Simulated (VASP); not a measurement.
# SnSe in VASP: further runs, part 2 of 2

VASP 6.6.1.

## Step 4: Single point, LDA

File INCAR:

```
SYSTEM = SnSe
ALGO = Normal
EDIFF = 1E-6
ENCUT = 520
GGA = CA
ISIF = 2
ISMEAR = 0
LASPH = .TRUE.
LCHARG = .TRUE.
LELF = .TRUE.
LREAL = .FALSE.
LVHAR = .TRUE.
LWAVE = .FALSE.
NBANDS = 28
NELM = 80
PREC = Accurate
SIGMA = 0.01
```

File KPOINTS:

```
k-points
0
G
  6 6 2
  0 0 0
```

File POSCAR:

```
SnSe
1.0
    4.2853300000      0.0000000000      0.0000000000
    0.0000000000      4.2853300000      0.0000000000
    0.0000000000      0.0000000000     10.9906900000
Sn Se
2 2
Direct
    0.5000000000      0.0000000000      0.3722300000
    0.0000000000      0.5000000000      0.6277700000
    0.5000000000      0.0000000000      0.6160400000
    0.0000000000      0.5000000000      0.3839600000
```

On the command line:

```bash
$ cat potpaw_LDA.64/Sn_d/POTCAR potpaw_LDA.64/Se/POTCAR > POTCAR
$ mpirun -np 1 vasp_std > vasp.out
```

Wall time 71 s (1 thread of Intel Xeon Platinum 8488C (Sapphire Rapids), shared host); peak memory 0.28 GiB.

Results (log left out):

| Property | Result |
| --- | --- |
| Free energy | -18.4320 eV |
| Largest force | 0.220 eV/Å |
| Band gap on the k mesh | 1.45 eV |

Forces on the atoms (eV/Å):
```
Sn   0.000  0.000  0.220
Sn   0.000  0.000 -0.220
Se   0.000  0.000 -0.022
Se   0.000  0.000  0.022
```

Levels at points of the mesh, in eV from the valence-band top:
```csv
k point,band 18,band 19,band 20,band 21,band 22,band 23
"(0.00, 0.00, 0.00)",-1.60,-1.60,-0.20,1.65,3.83,3.84
"(0.50, 0.00, 0.00)",-1.41,-0.19,-0.19,1.54,1.54,2.10
"(0.50, 0.50, 0.00)",-3.12,-1.59,-1.59,3.71,3.71,4.74
"(0.00, 0.00, 0.50)",-1.60,-1.60,-0.20,1.51,3.83,4.40
"(0.50, 0.00, 0.50)",-1.41,-0.19,-0.19,1.54,1.54,2.10
"(0.50, 0.50, 0.50)",-3.12,-1.59,-1.59,3.67,3.67,4.80
```

Caveat: spin-orbit coupling is left out, which moves the levels of the heavy elements.

## Step 5: Single point, LDA

File INCAR:

```
SYSTEM = SnSe
PREC     = Accurate       ! precision mode
ENCUT    = 520            ! plane-wave cutoff, eV
EDIFF    = 1E-7           ! SCF threshold, eV
ISMEAR   = 0              ! smearing method
SIGMA    = 0.01           ! smearing width, eV
LREAL    = .FALSE.        ! projectors in reciprocal space
LASPH    = .TRUE.         ! aspherical terms in the spheres
NELM     = 80             ! most SCF steps
ALGO     = Normal         ! electronic algorithm
ISIF     = 2              ! what is computed and relaxed
LWAVE    = .FALSE.        ! write WAVECAR
LCHARG   = .TRUE.         ! write CHGCAR
GGA      = CA             ! functional
LELF     = .TRUE.         ! ELF
LVHAR    = .TRUE.       
NBANDS   = 28             ! bands
```

File KPOINTS:

```
Automatic mesh
0
G
  6 6 2
  0 0 0
```

POSCAR: that of step 4 with these lines changed.

```diff
@@ -10,3 +10,3 @@
     0.0000000000      0.5000000000      0.6277700000
-    0.5000000000      0.0000000000      0.6160400000
+    0.5000000000      0.0000000000      0.6183146525
     0.0000000000      0.5000000000      0.3839600000
```

On the command line:

```bash
$ cat potpaw_LDA.64/Sn_d/POTCAR potpaw_LDA.64/Se/POTCAR > POTCAR
$ mpirun -np 1 vasp_std > vasp.out
```

Run time: 71 s. Hardware: 1 thread of Intel Xeon Platinum 8488C (Sapphire Rapids), shared host; peak memory 0.28 GiB.

The run converged. Its results:

```yaml
Free_energy: -18.4296 eV
Largest_force: 0.352 eV/Å
Band_gap_on_the_k_mesh: 1.47 eV
```

Forces in eV/Å, atoms in the order of the input:
```
Sn   0.000  0.000  0.352
Sn   0.000  0.000 -0.193
Se   0.000  0.000 -0.164
Se   0.000  0.000  0.005
```

Levels at points of the mesh, in eV from the valence-band top:
```csv
k point,band 17,band 18,band 19,band 20,band 21,band 22,band 23,band 24
"(0.00, 0.00, 0.00)",-2.92,-1.61,-1.61,-0.22,1.64,3.84,3.84,4.43
"(0.50, 0.00, 0.00)",-1.42,-1.38,-0.20,-0.13,1.51,1.54,2.07,2.11
"(0.50, 0.50, 0.00)",-3.14,-3.14,-1.60,-1.59,3.62,3.71,4.73,4.73
"(0.00, 0.00, 0.50)",-2.92,-1.61,-1.61,-0.22,1.51,3.85,4.43,4.43
"(0.50, 0.00, 0.50)",-1.42,-1.38,-0.20,-0.13,1.51,1.54,2.07,2.11
"(0.50, 0.50, 0.50)",-3.14,-3.14,-1.60,-1.59,3.59,3.68,4.78,4.78
```

Caveat: spin-orbit coupling is left out, which moves the levels of the heavy elements.

## Step 6: Single point, LDA

File INCAR:

```
SYSTEM = SnSe
PREC = Accurate
ENCUT = 520
EDIFF = 1E-6
ISMEAR = 0
SIGMA = 0.01
LREAL = .FALSE.
LASPH = .TRUE.
NELM = 80
ALGO = Normal
ISIF = 2
LWAVE = .FALSE.
LCHARG = .FALSE.
NBANDS = 28
```

File KPOINTS:

```
regular mesh
0
G
  6 6 2
  0 0 0
```

POSCAR: that of step 5 with these lines changed.

```diff
@@ -10,3 +10,3 @@
     0.0000000000      0.5000000000      0.6277700000
-    0.5000000000      0.0000000000      0.6183146525
+    0.5000000000      0.0000000000      0.6205893049
     0.0000000000      0.5000000000      0.3839600000
```

Potentials or basis: VASP PAW LDA potentials, release 64 (Sn_d, Se).

On the command line:

```bash
$ cat potpaw_LDA.64/Sn_d/POTCAR potpaw_LDA.64/Se/POTCAR > POTCAR
$ mpirun -np 1 vasp_std > vasp.out
```

OUTCAR:

```text
SYSTEM = SnSe
   PREC = Accurate
   ENCUT = 520
   EDIFF = 1E-6
   ISMEAR = 0
   LREAL = .FALSE.
   LASPH = .TRUE.
   NELM = 80
   ISIF = 2

 ion  position               nearest neighbor table
   1  0.500  0.000  0.372-   3 2.73   4 3.03   4 3.03   4 3.03   4 3.03
   2  0.000  0.500  0.628-   4 2.68   3 3.03   3 3.03   3 3.03   3 3.03
   3  0.500  0.000  0.621-   1 2.73   2 3.03   2 3.03   2 3.03   2 3.03
   4  0.000  0.500  0.384-   2 2.68   1 3.03   1 3.03   1 3.03   1 3.03

  LATTYP: Found a simple tetragonal cell.
 ALAT       =     4.2853300000
 C/A-ratio  =     2.5647243036

  Lattice vectors:

 A1 = (   4.2853300000,   0.0000000000,   0.0000000000)
 A2 = (   0.0000000000,   4.2853300000,   0.0000000000)
 A3 = (   0.0000000000,   0.0000000000,  10.9906900000)

Analysis of symmetry for initial positions (statically):
=====================================================================
 Subroutine PRICEL returns:
 Original cell was already a primitive cell.

 Routine SETGRP: Setting up the symmetry group for a
 simple tetragonal supercell.

[... 167 lines left out ...]

 E-fermi :   0.4544     XC(G=0):  -6.2453

 val. band max:        0.3979470755   @ k =   0.3333   0.0000   0.5000
 cond. band min:       1.8842689174   @ k =   0.5000   0.0000   0.0000
 fundamental gap:      1.4863218419
 Fermi energy:         0.4543995220

 k-point     1 :       0.0000    0.0000    0.0000
  band No.  band energies     occupation
      1     -20.6011      2.00000
      2     -20.5951      2.00000
      3     -20.5851      2.00000
      4     -20.5596      2.00000
      5     -20.5596      2.00000
      6     -20.5172      2.00000
[... 609 lines left out ...]
     27       6.8039      0.00000
     28       6.8039      0.00000

------------------------ aborting loop because EDIFF is reached ----------------------------------------

  FORCE on cell =-STRESS in cart. coord.  units (eV):
  Direction    XX          YY          ZZ          XY          YZ          ZX
  --------------------------------------------------------------------------------------
  -------------------------------------------------------------------------------------
  Total       -2.2815497     -2.2815497     -1.2989103      0.0000000      0.0000000      0.0000000
  in kB      -18.1111911    -18.1111911    -10.3108920      0.0000000      0.0000000      0.0000000
  external PRESSURE =     -15.5110914 kB  Pullay stress =       0.0000000 kB

 VOLUME and BASIS-vectors are now :
 -----------------------------------------------------------------------------
  energy-cutoff  :      520.00
  volume of cell :      201.83
      direct lattice vectors                 reciprocal lattice vectors
     4.285330000  0.000000000  0.000000000     0.233354257  0.000000000  0.000000000
     0.000000000  4.285330000  0.000000000     0.000000000  0.233354257  0.000000000
     0.000000000  0.000000000 10.990690000     0.000000000  0.000000000  0.090986098

 POSITION                                       TOTAL-FORCE (eV/Angst)
 -----------------------------------------------------------------------------------
      2.14267      0.00000      4.09106         0.000000      0.000000      0.471920
      0.00000      2.14267      6.89963         0.000000      0.000000     -0.165830
      2.14267      0.00000      6.82070         0.000000      0.000000     -0.293934
      0.00000      2.14267      4.21999         0.000000      0.000000     -0.012156
 -----------------------------------------------------------------------------------
    total drift:                                0.000000      0.000000      0.000015

  FREE ENERGIE OF THE ION-ELECTRON SYSTEM (eV)
  ---------------------------------------------------
  free  energy   TOTEN  =       -18.4238546055 eV

  energy  without entropy=      -18.4238546055  energy(sigma->0) =      -18.42385461
```

Wall time 69 s (1 thread of Intel Xeon Platinum 8488C (Sapphire Rapids), shared host); peak memory 0.28 GiB.

Results:

```
Free energy            : -18.4239 eV
Largest force          : 0.472 eV/Å
Band gap on the k mesh : 1.49 eV
```

Forces on the atoms (eV/Å):
```
Sn   0.000  0.000  0.472
Sn   0.000  0.000 -0.166
Se   0.000  0.000 -0.294
Se   0.000  0.000 -0.012
```

Caveat: spin-orbit coupling is left out, which moves the levels of the heavy elements.

## Step 7: Overview

| cell | gap on the mesh (eV) | largest force (eV/Å) |
| --- | --- | --- |
| as given, atomic positions A | 1.41 | 0.30 |
| as given, atomic positions B | 1.43 | 0.25 |
| as given, atomic positions C | 1.45 | 0.22 |
| as given, atomic positions D | 1.47 | 0.35 |
| as given, atomic positions E | 1.49 | 0.47 |

Alike in all rows: task single point; level LDA; potentials or basis VASP PAW LDA potentials, release 64 (Sn_d, Se); no spin polarisation; k mesh 6 × 6 × 2; cutoff (eV) 520; smearing gaussian 0.01 eV.

Caveats: spin-orbit coupling is left out, which moves the levels of the heavy elements.

Absolute energies hang on the potentials; compare differences alone.
